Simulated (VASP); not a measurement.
Set up this calculation in VASP 6.6.1, as the native input.

| Item | Value |
| --- | --- |
| Task | relaxation of cell and atoms |
| Functional | PBE |
| Potentials or basis | VASP PAW PBE potentials, release 64 (Cu, O) |
| Cutoff | 600 eV |
| k mesh | 8 × 8 × 8 |
| Occupations | fermi-dirac, width 0.05 eV |
| Spin | no spin polarisation |
| Dipole correction | no |
| Further INCAR settings | ALGO = Normal; EDIFF = 1e-07; IBRION = 2; EDIFFG = -0.005; NSW = 80; ISIF = 3 |

The structure of CuO lies in POSCAR:

```
CuO
1.0
    0.0000000000      2.3272527300      2.3272527300
    2.3272527300      0.0000000000      2.3272527300
    2.3272527300      2.3272527300      0.0000000000
Cu O
1 1
Direct
    0.0000000000      0.0000000000      0.0000000000
    0.2500000000      0.2500000000      0.2500000000
```

One way to write it, as run:

INCAR

```
SYSTEM = CuO
ALGO = Normal
EDIFF = 1E-7
EDIFFG = -0.005
ENCUT = 600
GGA = PE
IBRION = 2
ISIF = 3
ISMEAR = -1
LASPH = .True.
LCHARG = .False.
LREAL = .False.
LWAVE = .False.
NELM = 60
NSW = 80
PREC = Accurate
SIGMA = 0.05
```

KPOINTS

```
k-points
0
Gamma
  8 8 8
  0 0 0
```

Potentials or basis: VASP PAW PBE potentials, release 64 (Cu, O).

Command:

```bash
$ cat potpaw_PBE.64/Cu/POTCAR potpaw_PBE.64/O/POTCAR > POTCAR
$ mpirun -np 1 vasp_std > vasp.out
```

It gave:

```
Relaxed volume                         : 11.61 Å³/atom
Relaxed cell                           : a = 3.202 Å, b = 3.202 Å, c = 3.202 Å, α = 60.00°, β = 60.00°, γ = 60.00°
Space group after relaxing (to 0.05 Å) : F-43m (No. 216)
Energy gained by relaxing              : 31.4 meV/atom
Ionic steps                            : 3
Pressure after relaxing                : 0.0 GPa
```

Caveat: an odd number of electrons without spin polarisation forces a metal; a magnetic or distorted state may lie lower.

Run time: 25 s on 1 thread of Intel(R) Xeon(R) Platinum 8488C (Sapphire Rapids), with other jobs on the host, peak memory 0.16 GiB.
